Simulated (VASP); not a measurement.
# Co (Im-3m) in VASP: a series of runs, part 2 of 2

VASP 6.6.1.

### Step 3. Single point, PBE, collinear spin, ferromagnetic start (volume scaled by 1.06)

INCAR reads:

```
SYSTEM = Co
  PREC = Accurate
  ENCUT = 520
  EDIFF = 1E-7
  ISMEAR = 0
  SIGMA = 0.1
  LREAL = .FALSE.
  LASPH = .TRUE.
  NELM = 150
  ALGO = Normal
  ISIF = 2
  LWAVE = .FALSE.
  LCHARG = .FALSE.
  ISPIN = 2
  MAGMOM = 1.99
  LORBIT = 11
  LMAXMIX = 4
  GGA = PE
  NBANDS = 14
```

KPOINTS reads:

```
Automatic mesh
0
G
  20 20 20
  0 0 0
```

POSCAR reads:

```
Co
1.0
   -1.4323539466      1.4323539466      1.4323539466
    1.4323539466     -1.4323539466      1.4323539466
    1.4323539466      1.4323539466     -1.4323539466
Co
1
Direct
    0.0000000000      0.0000000000      0.0000000000
```

Potentials or basis: VASP PAW PBE potentials, release 64 (Co).

Command:

```bash
cat potpaw_PBE.64/Co/POTCAR > POTCAR
mpirun -np 1 vasp_std > vasp.out
```

OUTCAR:

```text
SYSTEM = Co
   PREC = Accurate
   ENCUT = 520
   EDIFF = 1E-7
   ISMEAR = 0
   LREAL = .FALSE.
   LASPH = .TRUE.
   NELM = 150
   ISIF = 2
   ISPIN = 2
   LORBIT = 11
   GGA = PE

 ion  position               nearest neighbor table
   1  0.000  0.000  0.000-

  LATTYP: Found a body centered cubic cell.
 ALAT       =     2.8647078932

  Lattice vectors:

 A1 = (  -1.4323539466,   1.4323539466,   1.4323539466)
 A2 = (   1.4323539466,  -1.4323539466,   1.4323539466)
 A3 = (   1.4323539466,   1.4323539466,  -1.4323539466)

Analysis of symmetry for initial positions (statically):
=====================================================================
 Subroutine PRICEL returns:
 Original cell was already a primitive cell.

 Routine SETGRP: Setting up the symmetry group for a
 body centered cubic supercell.

 Subroutine GETGRP returns: Found 48 space group operations
 (whereof 48 operations were pure point group operations)
 out of a pool of 48 trial point group operations.

The static configuration has the point symmetry O_h .

Analysis of symmetry for dynamics (positions and initial velocities):
=====================================================================
 Subroutine PRICEL returns:
 Original cell was already a primitive cell.

 Routine SETGRP: Setting up the symmetry group for a
 body centered cubic supercell.

 Subroutine GETGRP returns: Found 48 space group operations
 (whereof 48 operations were pure point group operations)
 out of a pool of 48 trial point group operations.

The dynamic configuration has the point symmetry O_h .

Analysis of structural, dynamic, and magnetic symmetry:
=====================================================================
 Subroutine PRICEL returns:
 Original cell was already a primitive cell.

 Routine SETGRP: Setting up the symmetry group for a
 body centered cubic supercell.

 Subroutine GETGRP returns: Found 48 space group operations
 (whereof 48 operations were pure point group operations)
 out of a pool of 48 trial point group operations.

The overall configuration has the point symmetry O_h .

 Subroutine INISYM returns: Found 48 space group operations
[... 154 lines left out ...]
      1       0.7028      1.00000
      2       6.5602      1.00000
      3       6.5602      1.00000
      4       6.5602      1.00000
      5       7.4867      1.00000
      6       7.4867      1.00000
      7      34.0864      0.00000
      8      34.0864      0.00000
      9      34.0864      0.00000
     10      38.7905      0.00000
     11      38.7905      0.00000
     12      39.9276      0.00000
     13      39.9276      0.00000
     14      39.9276      0.00000
[... 379 lines left out ...]
      3       6.3545      1.00000
      4       7.3740      1.00000
      5       7.6461      1.00000
      6       8.2361      1.00000
      7      21.8873      0.00000
      8      26.5605      0.00000
      9      29.7180      0.00000
     10      33.6551      0.00000
     11      37.6186      0.00000
     12      39.1332      0.00000
     13      44.7615      0.00000
     14      45.7964      0.00000

 [... further k-points ...]

 spin component 2

 k-point     1 :       0.0000    0.0000    0.0000
  band No.  band energies     occupation
      1       0.7350      1.00000
      2       8.1270      1.00000
      3       8.1270      1.00000
      4       8.1270      1.00000
      5       9.8570      0.00000
      6       9.8570      0.00000
      7      33.8160      0.00000
      8      33.8160      0.00000
      9      33.8160      0.00000
     10      38.8586      0.00000
     11      38.8587      0.00000
     12      40.7520      0.00000
     13      40.7520      0.00000
     14      40.7520      0.00000
[... 379 lines left out ...]
      3       7.7338      1.00000
      4       9.5217      0.42683
      5       9.8295      0.00000
      6      10.0586      0.00000
      7      22.3763      0.00000
      8      26.8259      0.00000
      9      30.0507      0.00000
     10      33.7388      0.00000
     11      37.9296      0.00000
     12      39.3486      0.00000
     13      45.0970      0.00000
     14      47.1313      0.00000

 [... further k-points ...]
[... 5 lines left out ...]
  --------------------------------------------------------------------------------------
  -------------------------------------------------------------------------------------
  Total       -0.7792125     -0.7792125     -0.7792125     -0.0000000      0.0000000      0.0000000
  in kB     -106.2075646   -106.2075646   -106.2075646     -0.0000000      0.0000000      0.0000000
  external PRESSURE =    -106.2075646 kB  Pullay stress =       0.0000000 kB

 VOLUME and BASIS-vectors are now :
 -----------------------------------------------------------------------------
  energy-cutoff  :      520.00
  volume of cell :       11.75
      direct lattice vectors                 reciprocal lattice vectors
    -1.432353947  1.432353947  1.432353947     0.000000000  0.349075730  0.349075730
     1.432353947 -1.432353947  1.432353947     0.349075730  0.000000000  0.349075730
     1.432353947  1.432353947 -1.432353947     0.349075730  0.349075730  0.000000000

 POSITION                                       TOTAL-FORCE (eV/Angst)
 -----------------------------------------------------------------------------------
      0.00000      0.00000      0.00000        -0.000000      0.000000     -0.000000
 -----------------------------------------------------------------------------------
    total drift:                                0.000000      0.000000      0.000000

  FREE ENERGIE OF THE ION-ELECTRON SYSTEM (eV)
  ---------------------------------------------------
  free  energy   TOTEN  =        -6.9251288803 eV

  energy  without entropy=       -6.9163232560  energy(sigma->0) =       -6.92072607

 total charge

# of ion       s       p       d       tot
------------------------------------------
    1        0.458   0.468   7.195   8.121

 magnetization (x)

# of ion       s       p       d       tot
------------------------------------------
    1       -0.003  -0.045   1.858   1.810
```

OSZICAR:

```text
N       E                     dE             d eps       ncg     rms          rms(c)
DAV:   1     0.283157398753E+02    0.28316E+02   -0.37956E+03 14814   0.750E+02
DAV:   2    -0.667154496242E+01   -0.34987E+02   -0.32436E+02 15764   0.145E+02
DAV:   3    -0.790668521402E+01   -0.12351E+01   -0.12232E+01 17950   0.287E+01
DAV:   4    -0.791620407623E+01   -0.95189E-02   -0.95156E-02 17620   0.235E+00
DAV:   5    -0.791637696186E+01   -0.17289E-03   -0.17288E-03 19302   0.293E-01    0.995E+00
DAV:   6    -0.714909378679E+01    0.76728E+00   -0.12532E+01 20090   0.402E+01    0.516E+00
DAV:   7    -0.694104879010E+01    0.20804E+00   -0.16188E+00 17926   0.131E+01    0.262E+00
DAV:   8    -0.693186966053E+01    0.91791E-02   -0.16508E-02 18990   0.955E-01    0.129E+00
DAV:   9    -0.692512214393E+01    0.67475E-02   -0.10213E-02 21846   0.787E-01    0.285E-01
DAV:  10    -0.692510451252E+01    0.17631E-04   -0.44953E-04 20858   0.173E-01    0.676E-02
DAV:  11    -0.692512587349E+01   -0.21361E-04   -0.20387E-04 21296   0.130E-01    0.551E-02
DAV:  12    -0.692512735594E+01   -0.14824E-05   -0.37165E-06 17240   0.204E-02    0.340E-02
DAV:  13    -0.692512854014E+01   -0.11842E-05   -0.48199E-06 19928   0.164E-02    0.591E-03
DAV:  14    -0.692512886502E+01   -0.32488E-06   -0.12551E-07 14450   0.320E-03    0.103E-03
DAV:  15    -0.692512888032E+01   -0.15304E-07   -0.10686E-08  9964   0.906E-04
   1 F= -.69251289E+01 E0= -.69207261E+01  d E =-.880562E-02  mag=     1.7797
```

Run time: 2 min. Hardware: 1 thread of Intel Xeon 8259CL, shared host; peak memory 0.18 GiB.

What came out:

```yaml
Free_energy: -6.9251 eV
Pressure: -10.6 GPa
Net_moment: 1.78 μB per cell
Site_moments: Co +1.81 μB
Valence_electrons_inside_the_program's_atomic_spheres: Co 8.12
```

### Step 4. Single point, PBE, collinear spin, ferromagnetic start (volume scaled by 1.10)

INCAR reads:

```
PREC = Accurate
ENCUT = 520
EDIFF = 1E-6
ISMEAR = 0
SIGMA = 0.1
LREAL = F
LASPH = T
NELM = 150
ALGO = Normal
ISIF = 2
LWAVE = F
LCHARG = T
ISPIN = 2
MAGMOM = 1.99
LORBIT = 11
LMAXMIX = 4
GGA = PE
LELF = T
LVHAR = T
NBANDS = 14
```

KPOINTS reads:

```
Automatic mesh
0
Gamma
  20 20 20
```

POSCAR reads:

```
Co
1.0
   -1.4501489828      1.4501489828      1.4501489828
    1.4501489828     -1.4501489828      1.4501489828
    1.4501489828      1.4501489828     -1.4501489828
Co
1
Direct
    0.0000000000      0.0000000000      0.0000000000
```

Command:

```bash
cat potpaw_PBE.64/Co/POTCAR > POTCAR
mpirun -np 1 vasp_std > vasp.out
```

Wall time 2 min (1 thread of Intel Xeon 8259CL, shared host); peak memory 0.19 GiB.

The run converged. Its results:

| Quantity | Value |
| --- | --- |
| Free energy | -6.8888 eV |
| Pressure | -15.4 GPa |
| Net moment | 1.82 μB per cell |
| Site moments | Co +1.85 μB |
| Valence electrons inside the program's atomic spheres | Co 8.06 |

Levels at points of the mesh, in eV from the Fermi level:
Spin up:
```
           k point  band 2  band 3  band 4  band 5  band 6  band 7  band 8  band 9
(0.00, 0.00, 0.00)   -2.91   -2.91   -2.91   -2.06   -2.06   24.21   24.21   24.21
(0.50, 0.00, 0.00)   -3.74   -1.99   -1.93   -0.84   -0.03    5.46   17.35   18.17
(0.50, 0.50, 0.50)   -4.92   -1.05   -1.05   -1.05    8.73    8.73    8.73   14.04
```
Spin down:
| k point | band 1 | band 2 | band 3 | band 4 | band 5 | band 6 | band 7 | band 8 | band 9 |
| --- | --- | --- | --- | --- | --- | --- | --- | --- | --- |
| (0.00, 0.00, 0.00) | -8.56 | -1.31 | -1.31 | -1.31 | 0.36 | 0.36 | 23.92 | 23.92 | 23.92 |
| (0.50, 0.00, 0.00) | -3.92 | -2.29 | -0.07 | 0.21 | 0.53 | 1.00 | 6.49 | 17.35 | 18.50 |
| (0.50, 0.50, 0.50) | -3.24 | -3.24 | 0.77 | 0.77 | 0.77 | 8.82 | 8.82 | 8.82 | 14.77 |

### Step 5. Summary

| cell | gap on the mesh (eV) | pressure (GPa) | moment (μB) |
| --- | --- | --- | --- |
| a = 2.457 Å, angles 109.5°, 1 atom | none | -6.1 | 1.75 |
| a = 2.481 Å, angles 109.5°, 1 atom | none | -10.6 | 1.78 |
| a = 2.512 Å, angles 109.5°, 1 atom | none | -15.4 | 1.82 |

Alike in all rows: task single point; level PBE; potentials or basis VASP PAW PBE potentials, release 64 (Co); spin collinear, ferromagnetic start; k mesh 20 × 20 × 20; cutoff (eV) 520; smearing gaussian 0.1 eV.

Total energies depend on the potentials used, so only differences within one code and one set of settings carry meaning.
